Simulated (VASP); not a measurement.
# KBr: single point with r2SCAN

KBr:

```xyz
2
Lattice="0.0000 3.2925 3.4242 3.2925 0.0000 3.4242 3.2925 3.2925 0.0000" Properties=species:S:1:pos:R:3 pbc="T T T"
K     0.0000    0.0000    0.0000
Br    3.2925    3.2925    3.4242
```

This cell differs from its parent crystal: strain +0.000 along x and y, +0.040 along z.

```json
{"Program": "VASP 6.6.1", "Task": "single point", "Functional": "r2SCAN", "Potentials or basis": "VASP PAW PBE potentials, release 64 (K_sv, Br)", "Cutoff": "520 eV", "k mesh": "6 × 6 × 6", "Occupations": "gaussian, width 0.05 eV", "Spin": "no spin polarisation"}
```

The pressure is -0.4 GPa and the band gap on the k mesh is 4.98 eV, direct.

Stress tensor (GPa, compression positive):
```
 0.00  0.00  0.00
 0.00  0.00  0.00
 0.00  0.00 -1.07
```

Levels at points of the mesh, in eV from the valence-band top:
```csv
k point,band 4,band 5,band 6,band 7,band 8,band 9,band 10,band 11,band 12,band 13
"(0.00, 0.00, 0.00)",-11.66,-11.66,-0.02,0.00,0.00,4.98,8.07,8.31,8.31,9.10
"(0.50, 0.00, 0.00)",-11.66,-11.42,-1.11,-0.31,-0.31,7.05,8.74,10.44,10.45,10.55
"(0.50, 0.50, 0.00)",-11.68,-11.68,-0.82,-0.25,-0.25,6.43,7.89,9.80,10.10,10.44
"(0.50, 0.00, 0.50)",-11.69,-11.69,-0.78,-0.31,-0.29,6.37,7.92,10.01,10.18,10.47
```

Run time: 89 s on 1 thread of AMD EPYC 9R45 96-Core Processor (Zen 5) (shared host), peak memory 0.19 GiB.

Caveat: the cell differs from its parent crystal (strain +0.000 along x and y, +0.040 along z); the PAW data sets were made with another functional, which shifts forces and pressure a little.
